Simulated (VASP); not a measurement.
**Mg2Ge: single point with PBE**

Mg2Ge, a slab with vacuum:

```
Mg Ge
1.0
     4.50993    0.00000    0.00000
    -2.25496    3.90571    0.00000
     0.00000    0.00000   30.12644
Mg Ge
6 3
Direct
  0.66667 0.33333 0.33193
  0.00000 0.00000 0.39305
  0.33333 0.66667 0.45416
  0.66667 0.33333 0.51770
  0.00000 0.00000 0.58101
  0.33333 0.66667 0.64352
  0.66667 0.33333 0.42361
  0.33333 0.66667 0.54695
  0.00000 0.00000 0.67399
```

* Program: VASP 6.6.1
* Task: single point
* Functional: PBE
* Potentials or basis: VASP PAW PBE potentials, release 64 (Mg, Ge_d)
* Cutoff: 520 eV
* k mesh: 9 × 9 × 1
* Occupations: gaussian, width 0.1 eV
* Spin: no spin polarisation

- Largest force: 0.203 eV/Å
- Band gap on the k mesh: zero (bands 27 and 28 overlap by 1.10 eV)

Forces in eV/Å, atoms in the order of the input:
```
Mg   0.000  0.000 -0.014
Mg   0.000  0.000 -0.203
Mg   0.000  0.000  0.177
Mg   0.000  0.000  0.007
Mg   0.000  0.000  0.009
Mg   0.000  0.000  0.006
Ge   0.000  0.000  0.059
Ge   0.000  0.000 -0.011
Ge   0.000  0.000 -0.031
```

Levels at points of the mesh, in eV from the Fermi level:
```tsv
k point	band 24	band 25	band 26	band 27	band 28	band 29	band 30	band 31
(0.00, 0.00, 0.00)	-0.07	-0.07	-0.01	0.99	0.99	1.22	1.58	2.27
```

Wall time 9.8 min on 1 thread of AMD EPYC 9755 128-Core Processor, on a shared host, peak memory 0.68 GiB.
